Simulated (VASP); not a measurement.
Crystal: Sc2BP3.

```
Sc B P
1.0
     2.63733    1.52266    4.42349
    -2.63733    1.52266    4.42349
     0.00000   -3.04532    4.42349
Sc B P
2 1 3
Cartesian
  0.0000 0.0000 1.6588
  0.0000 0.0000 11.6117
  0.0000 0.0000 6.6352
  -1.3187 -0.7613 4.4235
  1.3187 -0.7613 4.4235
  0.0000 1.5227 4.4235
```

The cell was generated, and may not be a known phase.

- Program: VASP 6.6.1
- Task: relaxation of cell and atoms
- Functional: PBE
- Potentials or basis: VASP PAW PBE potentials, release 64 (Sc_sv, B, P)
- Cutoff: 600 eV
- k mesh: 6 × 6 × 6
- Occupations: gaussian, width 0.1 eV
- Spin: no spin polarisation

At the start: pressure -11.9 GPa; volume 17.76 Å³/atom.

Question: How do energy, volume and symmetry change on relaxing?

Answer: Over 17 steps the energy falls by 295.6 meV/atom and the volume is 14.64 Å³/atom (-17.6 %); space group R-3m (No. 166, to 0.1 Å) before and after.

The path:
```tsv
step	energy change (eV)	largest force (eV/Å)	pressure (GPa)	volume (Å³)
1	0.0000	0.1464	-11.90	106.58
2	-0.8830	0.1442	-0.87	87.49
3	-0.8878	0.1434	0.25	86.28
4	-0.9995	0.1432	0.39	85.50
5	-1.4141	1.1956	2.94	82.73
6	0.4007	2.6793	24.90	75.18
7	-1.4731	1.3084	4.16	81.95
8	-1.5243	1.2995	3.88	82.34
9	-1.5827	1.2513	3.98	83.41
10	-1.6495	1.0360	2.62	84.64
11	-1.7482	0.4770	-0.99	88.39
12	-1.7515	0.3934	-1.58	89.13
13	-1.7646	0.2273	-0.77	88.45
14	-1.7707	0.0221	0.27	87.65
15	-1.7707	0.0077	0.34	87.59
16	-1.7726	0.0048	0.14	87.70
17	-1.7734	0.0197	-0.11	87.83
```

Final structure:
```
Sc B P
1.0
     2.68576    1.55062    3.51504
    -2.68576    1.55062    3.51504
     0.00000   -3.10125    3.51504
Sc B P
2 1 3
Direct
  0.13599 0.13599 0.13599
  0.86401 0.86401 0.86401
  0.50000 0.50000 0.50000
  0.00000 0.50000 0.50000
  0.50000 0.00000 0.50000
  0.50000 0.50000 0.00000
```

Caveat: the volume moved by over 15 % at a fixed basis, so the end points are rough.
